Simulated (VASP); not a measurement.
Write the native input for VASP 6.6.1 that does the following.

* Task: relaxation of cell and atoms
* Functional: LDA
* Potentials or basis: VASP PAW LDA potentials, release 64 (C)
* Cutoff: 600 eV
* k mesh: 6 × 6 × 1
* Occupations: methfessel-paxton, width 0.2 eV
* Spin: no spin polarisation
* Dipole correction: no
* Further INCAR settings: ALGO = Normal; EDIFF = 1e-06; IBRION = 2; EDIFFG = -0.01; NSW = 80; ISIF = 3

The structure of C lies in POSCAR:

```
C
1.0
    2.4562280000      0.0000000000      0.0000000000
   -1.2281140000      2.1271550000      0.0000000000
    0.0000000000      0.0000000000     24.1339600000
C
4
Direct
    0.0000000000      0.0000000000      0.5704690000
    0.0000000000      0.0000000000      0.4295310000
    0.3333333333      0.6666666667      0.4295250000
    0.6666666667      0.3333333333      0.5704750000
```

These files were run (other wordings do the same):

INCAR

```
SYSTEM = C
  PREC = Accurate
  ENCUT = 600
  EDIFF = 1E-6
  ISMEAR = 1
  SIGMA = 0.2
  LREAL = .FALSE.
  LASPH = .TRUE.
  NELM = 60
  ALGO = Normal
  ISIF = 3
  LWAVE = .FALSE.
  LCHARG = .FALSE.
  GGA = CA
  IBRION = 2
  NSW = 80
  EDIFFG = -0.01
```

KPOINTS

```
regular mesh
0
G
  6 6 1
  0 0 0
```

Potentials or basis: VASP PAW LDA potentials, release 64 (C).

Run with:

```bash
$ cat potpaw_LDA.64/C/POTCAR > POTCAR
$ mpirun -np 1 vasp_std > vasp.out
```

It gave:

The relaxed cell is a = 2.446 Å, b = 2.446 Å, c = 18.824 Å, α = 90.00°, β = 90.00°, γ = 120.00° and the space group after relaxing (to 0.1 Å) is P-3m1 (No. 164). The energy gained by relaxing is 7.6 meV/atom. The ionic steps are 72. The largest force after relaxing is 0.009 eV/Å and the band gap on the k mesh is zero (filled and empty bands touch).

Caveat: the k points lie up to 0.49 Å⁻¹ apart in the final cell.

Wall time 15 min on 1 thread of Intel Xeon 8259CL (shared host), peak memory 0.2 GiB.
